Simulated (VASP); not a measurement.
A run of VASP 6.6.1 is set up as follows.

The input INCAR:

```
SYSTEM = Ir3C
PREC     = Accurate       ! precision mode
ENCUT    = 520            ! plane-wave cutoff, eV
EDIFF    = 1E-6           ! SCF threshold, eV
ISMEAR   = 0              ! smearing method
SIGMA    = 0.1            ! smearing width, eV
LREAL    = .FALSE.        ! projectors in reciprocal space
LASPH    = .TRUE.         ! aspherical terms in the spheres
NELM     = 150            ! most SCF steps
ALGO     = Normal         ! electronic algorithm
ISIF     = 2              ! what is computed and relaxed
LWAVE    = .FALSE.        ! write WAVECAR
LCHARG   = .FALSE.        ! write CHGCAR
ISPIN    = 2              ! spin polarisation
MAGMOM   = 0 0 0 2        ! initial moments
LORBIT   = 11             ! projections on sites
LMAXMIX  = 4              ! l up to which the mixer works
LDIPOL   = .TRUE.       
IDIPOL   = 3            
DIPOL    = 0.5 0.5 0.360
NBANDS   = 28             ! bands
```

Contents of KPOINTS:

```
Automatic mesh
0
G
  12 12 1
  0 0 0
```

The input POSCAR:

```
Ir3C
1.0
    2.6946510889      0.0000000000      0.0000000000
   -1.3473255444      2.3336362973      0.0000000000
    0.0000000000      0.0000000000     21.2769546740
Ir C
3 1
Direct
    0.6666666667      0.3333333333      0.1879968286
    0.3333333333      0.6666666667      0.2885049938
    0.0000000000      0.0000000000      0.3890103072
    0.3333333333     -0.3333333333      0.5737171913
```

Potentials or basis: VASP PAW LDA potentials, release 64 (Ir, C).

Run with:

```console
$ cat potpaw_LDA.64/Ir/POTCAR potpaw_LDA.64/C/POTCAR > POTCAR
$ mpirun -np 1 vasp_std > vasp.out
```

Question: Estimate the site moments.

Answer: Ir -0.00; C +0.04 μB.

Question: What does it give for the net moment?

Answer: 0.08 μB per cell.

Question: Estimate the largest force.

Answer: 0.312 eV/Å.

Forces in eV/Å, atoms in the order of the input:
```
Ir   0.000  0.000 -0.143
Ir   0.000  0.000  0.038
Ir   0.000  0.000  0.312
C    0.000  0.000 -0.206
```
